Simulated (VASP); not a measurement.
# O (P6_3/mmc) in VASP: further runs, part 2 of 2

VASP 6.6.1. The steps go on from the part before.

### Step 3. Single point, LDA

This run uses another cell than the first one, of 5.78 Å³/atom.

Contents of INCAR:

```
SYSTEM = O
PREC = Accurate ; ENCUT = 600
EDIFF = 1E-6 ; ISMEAR = -1
SIGMA = 0.1 ; LREAL = .FALSE.
LASPH = .TRUE. ; NELM = 120
ALGO = Normal ; ISIF = 2
LWAVE = .FALSE. ; LCHARG = .FALSE.
NBANDS = 13 ; GGA_COMPAT = .FALSE.
```

Contents of KPOINTS:

```
Automatic mesh
0
G
  19 19 11
  0 0 0
```

Contents of POSCAR:

```
O
1.0
    2.3192376597      0.0000000000      0.0000000000
   -1.1596188298      2.0085187308      0.0000000000
    0.0000000000      0.0000000000      2.4819947631
O
2
Direct
    0.3333333333      0.6666666667      0.2500000000
    0.6666666667      0.3333333333      0.7500000000
```

Potentials or basis: VASP PAW LDA potentials, release 64 (O).

Run with:

```sh
$ cat potpaw_LDA.64/O/POTCAR > POTCAR
$ mpirun -np 1 vasp_std > vasp.out
```

OUTCAR:

```text
SYSTEM = O
   PREC = Accurate
   ENCUT = 600
   EDIFF = 1E-6
   ISMEAR = -1
   LREAL = .FALSE.
   LASPH = .TRUE.
   NELM = 120
   ISIF = 2

 ion  position               nearest neighbor table
   1  0.333  0.667  0.250-   2 1.83   2 1.83   2 1.83   2 1.83   2 1.83   2 1.83
   2  0.667  0.333  0.750-   1 1.83   1 1.83   1 1.83   1 1.83   1 1.83   1 1.83

  LATTYP: Found a hexagonal cell.
 ALAT       =     2.3192376597
 C/A-ratio  =     1.0701769837

  Lattice vectors:

 A1 = (   2.3192376597,   0.0000000000,   0.0000000000)
 A2 = (  -1.1596188298,   2.0085187308,   0.0000000000)
 A3 = (   0.0000000000,   0.0000000000,   2.4819947631)

Analysis of symmetry for initial positions (statically):
=====================================================================
 Subroutine PRICEL returns:
 Original cell was already a primitive cell.

 Routine SETGRP: Setting up the symmetry group for a
 hexagonal supercell.

 Subroutine GETGRP returns: Found 24 space group operations
 (whereof 12 operations were pure point group operations)
 out of a pool of 24 trial point group operations.

The static configuration has the point symmetry D_3d.
 The point group associated with its full space group is D_6h.

Analysis of symmetry for dynamics (positions and initial velocities):
=====================================================================
 Subroutine PRICEL returns:
 Original cell was already a primitive cell.

 Routine SETGRP: Setting up the symmetry group for a
 hexagonal supercell.

 Subroutine GETGRP returns: Found 24 space group operations
 (whereof 12 operations were pure point group operations)
 out of a pool of 24 trial point group operations.

The dynamic configuration has the point symmetry D_3d.
 The point group associated with its full space group is D_6h.

 Subroutine INISYM returns: Found 24 space group operations
 (whereof 12 operations are pure point group operations),
 and found     1 'primitive' translations

[... 124 lines left out ...]
   LRPA    =     F    only Hartree local field effects (RPA)
 non-spin polarized calculation
  energy-cutoff  :      600.00
  volume of cell :       11.56
 maximum number of plane-waves:       395
 NGX is ok and might be reduce to    20
   NGX =  9   NGY =  9   NGZ =  9

 number of electron      11.9999996 magnetization

 Free energy of the ion-electron system (eV)
  ---------------------------------------------------
  ext. energy  EPLUGINS =         0.00000000
  ---------------------------------------------------
  free energy    TOTEN  =        -6.77232115 eV

  energy without entropy =       -6.74351921  energy(sigma->0) =       -6.75792018

 E-fermi :   7.0931     XC(G=0): -14.3725

 val. band max:        7.0823488184   @ k =   0.3684   0.2632   0.1818
 cond. band min:       7.0972948859   @ k =   0.2105   0.1053   0.0000
 fundamental gap:      0.0149460675
 Fermi energy:         7.0930707893

 k-point     1 :       0.0000    0.0000    0.0000
  band No.  band energies     occupation
      1     -19.1300      2.00000
      2      -5.1754      2.00000
      3      -0.9112      2.00000
      4       3.8128      2.00000
      5       3.8128      2.00000
      6       8.1017      0.00008
      7       8.1017      0.00008
      8      10.6702      0.00000
      9      23.9201      0.00000
     10      26.3995      0.00000
     11      35.9910      0.00000
     12      35.9910      0.00000
     13      43.2636      0.00000
[... 354 lines left out ...]
  band No.  band energies     occupation
      1     -15.5564      2.00000
      2      -9.1356      2.00000
      3      -0.0941      2.00000
      4       1.9190      2.00000
      5       2.6270      2.00000
      6       6.4899      1.99521
      7       7.1886      0.55562
      8       9.0934      0.00000
      9      23.9470      0.00000
     10      30.5038      0.00000
     11      33.9312      0.00000
     12      35.2826      0.00000
     13      42.1748      0.00000

 [... further k-points ...]

------------------------ aborting loop because EDIFF is reached ----------------------------------------

  FORCE on cell =-STRESS in cart. coord.  units (eV):
  Direction    XX          YY          ZZ          XY          YZ          ZX
  --------------------------------------------------------------------------------------
  -------------------------------------------------------------------------------------
  Total        5.8667091      5.8667091      5.8860053      0.0000000      0.0000000      0.0000000
  in kB      812.9861273    812.9861274    815.6601259      0.0000000      0.0000000      0.0000000
  external PRESSURE =     813.8774602 kB  Pullay stress =       0.0000000 kB

 VOLUME and BASIS-vectors are now :
 -----------------------------------------------------------------------------
  energy-cutoff  :      600.00
  volume of cell :       11.56
      direct lattice vectors                 reciprocal lattice vectors
     2.319237660  0.000000000  0.000000000     0.431176165  0.248939675  0.000000000
    -1.159618830  2.008518731  0.000000000     0.000000000  0.497879350  0.000000000
     0.000000000  0.000000000  2.481994763     0.000000000  0.000000000  0.402901736

 POSITION                                       TOTAL-FORCE (eV/Angst)
 -----------------------------------------------------------------------------------
     -0.00000      1.33901      0.62050        -0.000000      0.000000      0.000000
      1.15962      0.66951      1.86150         0.000000     -0.000000      0.000000
 -----------------------------------------------------------------------------------
    total drift:                               -0.000000      0.000000     -0.000000

  FREE ENERGIE OF THE ION-ELECTRON SYSTEM (eV)
  ---------------------------------------------------
  free  energy   TOTEN  =        -6.7723211493 eV

  energy  without entropy=       -6.7435192137  energy(sigma->0) =       -6.75792018
```

It took 18 s on 1 thread of Intel Xeon Platinum 8375C at 2.90GHz (Ice Lake), shared host; peak memory 0.13 GiB.

What came out:

* Free energy: -6.7723 eV
* Pressure: 81.4 GPa
* Band gap on the k mesh: zero (bands 6 and 7 overlap by 2.57 eV)

Stress tensor (GPa, compression positive):
```
81.30  0.00  0.00
 0.00 81.30  0.00
 0.00  0.00 81.57
```

Levels at points of the mesh, in eV from the Fermi level:
| k point | band 4 | band 5 | band 6 | band 7 | band 8 | band 9 |
| --- | --- | --- | --- | --- | --- | --- |
| (0.00, 0.00, 0.00) | -3.28 | -3.28 | 1.01 | 1.01 | 3.58 | 16.83 |

Caveat: the cell stands under pressure.

### Step 4. Single point, LDA (5.78 Å³/atom)

This run uses another cell than the first one, of 5.78 Å³/atom.

Contents of INCAR:

```
ALGO = Normal
EDIFF = 1E-6
ENCUT = 600
GGA_COMPAT = False
ISIF = 2
ISMEAR = -1
LASPH = True
LCHARG = False
LREAL = False
LWAVE = False
NBANDS = 13
NELM = 120
PREC = Accurate
SIGMA = 0.1
```

Contents of KPOINTS:

```
k-points
0
Gamma
  19 19 11
```

POSCAR is that of step 3.

Potentials or basis: VASP PAW LDA potentials, release 64 (O).

Run with:

```sh
$ cat potpaw_LDA.64/O/POTCAR > POTCAR
$ mpirun -np 1 vasp_std > vasp.out
```

OUTCAR:

```text
EDIFF = 1E-6
   ENCUT = 600
   ISIF = 2
   ISMEAR = -1
   LASPH = True
   LREAL = False
   NELM = 120
   PREC = Accurate

 ion  position               nearest neighbor table
   1  0.333  0.667  0.250-   2 1.83   2 1.83   2 1.83   2 1.83   2 1.83   2 1.83
   2  0.667  0.333  0.750-   1 1.83   1 1.83   1 1.83   1 1.83   1 1.83   1 1.83

  LATTYP: Found a hexagonal cell.
 ALAT       =     2.3192376597
 C/A-ratio  =     1.0701769837

  Lattice vectors:

 A1 = (   2.3192376597,   0.0000000000,   0.0000000000)
 A2 = (  -1.1596188298,   2.0085187308,   0.0000000000)
 A3 = (   0.0000000000,   0.0000000000,   2.4819947631)

Analysis of symmetry for initial positions (statically):
=====================================================================
 Subroutine PRICEL returns:
 Original cell was already a primitive cell.

 Routine SETGRP: Setting up the symmetry group for a
 hexagonal supercell.

 Subroutine GETGRP returns: Found 24 space group operations
 (whereof 12 operations were pure point group operations)
 out of a pool of 24 trial point group operations.

The static configuration has the point symmetry D_3d.
 The point group associated with its full space group is D_6h.

[... 176 lines left out ...]
      7       8.1017      0.00008
      8      10.6702      0.00000
      9      23.9201      0.00000
     10      26.3995      0.00000
     11      35.9910      0.00000
     12      35.9910      0.00000
     13      43.2636      0.00000
[... 354 lines left out ...]
  band No.  band energies     occupation
      1     -15.5564      2.00000
      2      -9.1356      2.00000
      3      -0.0941      2.00000
      4       1.9190      2.00000
      5       2.6270      2.00000
      6       6.4899      1.99521
      7       7.1886      0.55562
      8       9.0934      0.00000
      9      23.9470      0.00000
     10      30.5038      0.00000
     11      33.9312      0.00000
     12      35.2826      0.00000
     13      42.1748      0.00000

 [... further k-points ...]

------------------------ aborting loop because EDIFF is reached ----------------------------------------

  FORCE on cell =-STRESS in cart. coord.  units (eV):
  Direction    XX          YY          ZZ          XY          YZ          ZX
  --------------------------------------------------------------------------------------
  -------------------------------------------------------------------------------------
  Total        5.8667091      5.8667091      5.8860053      0.0000000      0.0000000      0.0000000
  in kB      812.9861273    812.9861274    815.6601259      0.0000000      0.0000000      0.0000000
  external PRESSURE =     813.8774602 kB  Pullay stress =       0.0000000 kB

 VOLUME and BASIS-vectors are now :
 -----------------------------------------------------------------------------
  energy-cutoff  :      600.00
  volume of cell :       11.56
      direct lattice vectors                 reciprocal lattice vectors
     2.319237660  0.000000000  0.000000000     0.431176165  0.248939675  0.000000000
    -1.159618830  2.008518731  0.000000000     0.000000000  0.497879350  0.000000000
     0.000000000  0.000000000  2.481994763     0.000000000  0.000000000  0.402901736

 POSITION                                       TOTAL-FORCE (eV/Angst)
 -----------------------------------------------------------------------------------
     -0.00000      1.33901      0.62050        -0.000000      0.000000      0.000000
      1.15962      0.66951      1.86150         0.000000     -0.000000      0.000000
 -----------------------------------------------------------------------------------
    total drift:                               -0.000000      0.000000     -0.000000

  FREE ENERGIE OF THE ION-ELECTRON SYSTEM (eV)
  ---------------------------------------------------
  free  energy   TOTEN  =        -6.7723211493 eV

  energy  without entropy=       -6.7435192137  energy(sigma->0) =       -6.75792018
```

OSZICAR:

```text
N       E                     dE             d eps       ncg     rms          rms(c)
DAV:   1     0.457692371552E+02    0.45769E+02   -0.83714E+03  6493   0.106E+03
DAV:   2    -0.577909586705E+01   -0.51548E+02   -0.49443E+02  7739   0.221E+02
DAV:   3    -0.681673981758E+01   -0.10376E+01   -0.10316E+01  7465   0.282E+01
DAV:   4    -0.681813279053E+01   -0.13930E-02   -0.13929E-02  7225   0.123E+00
DAV:   5    -0.681813448693E+01   -0.16964E-05   -0.16972E-05  7505   0.389E-02    0.216E+00
DAV:   6    -0.678050490620E+01    0.37630E-01   -0.29676E-02  6735   0.162E+00    0.109E+00
DAV:   7    -0.677241537626E+01    0.80895E-02   -0.18874E-02  6970   0.125E+00    0.207E-01
DAV:   8    -0.677232529722E+01    0.90079E-04   -0.48869E-04  7115   0.212E-01    0.276E-02
DAV:   9    -0.677232128418E+01    0.40130E-05   -0.14315E-05  7575   0.334E-02    0.788E-03
DAV:  10    -0.677232114928E+01    0.13490E-06   -0.60246E-07  4355   0.797E-03
   1 F= -.67723211E+01 E0= -.67579202E+01  d E =-.288019E-01
```

stdout:

```text
POSCAR found type information on POSCAR O
 POSCAR found :  1 types and       2 ions
 scaLAPACK will be used
 LDA part: xc-table for (Slater(with rela. corr.)+CA(PZ))
 , standard interpolation
 POSCAR, INCAR and KPOINTS ok, starting setup
 FFT: planning ... GRIDC
 FFT: planning ... GRID_SOFT
 FFT: planning ... GRID
 WAVECAR not read
 entering main loop
```

Wall time 18 s (1 thread of Intel Xeon Platinum 8375C at 2.90GHz (Ice Lake), shared host); peak memory 0.13 GiB.

Results:

```
Free energy            : -6.7723 eV
Pressure               : 81.4 GPa
Band gap on the k mesh : zero (bands 6 and 7 overlap by 2.57 eV)
```

Levels at points of the mesh, in eV from the Fermi level:
```
           k point  band 2  band 3  band 4  band 5  band 6  band 7  band 8  band 9  band 10  band 11
(0.00, 0.00, 0.00)  -12.27   -8.00   -3.28   -3.28    1.01    1.01    3.58   16.83    19.31    28.90
```

Caveat: the cell stands under pressure.

### Step 5. Single point, LDA (5.78 Å³/atom)

This run uses another cell than the first one, of 5.78 Å³/atom.

Contents of INCAR:

```
ALGO = Normal
EDIFF = 1E-6
ENCUT = 600
GGA = CA
GGA_COMPAT = F
ISIF = 2
ISMEAR = -1
LASPH = T
LCHARG = F
LREAL = F
LWAVE = F
NBANDS = 13
NELM = 120
PREC = Accurate
SIGMA = 0.1
```

KPOINTS is that of step 4.

POSCAR is that of step 4.

Run with:

```sh
$ cat potpaw_LDA.64/O/POTCAR > POTCAR
$ mpirun -np 1 vasp_std > vasp.out
```

Wall time 24 s (1 thread of Intel Xeon Platinum 8375C at 2.90GHz (Ice Lake), shared host); peak memory 0.13 GiB.

Results (log left out):

```
Free energy            : -6.7723 eV
Pressure               : 81.4 GPa
Band gap on the k mesh : zero (bands 6 and 7 overlap by 2.57 eV)
```

Stress tensor (GPa, compression positive):
```
81.30  0.00  0.00
 0.00 81.30  0.00
 0.00  0.00 81.57
```

Levels at points of the mesh, in eV from the Fermi level:
```
           k point  band 4  band 5  band 6  band 7  band 8  band 9
(0.00, 0.00, 0.00)   -3.28   -3.28    1.01    1.01    3.58   16.83
```

Caveat: the cell stands under pressure.
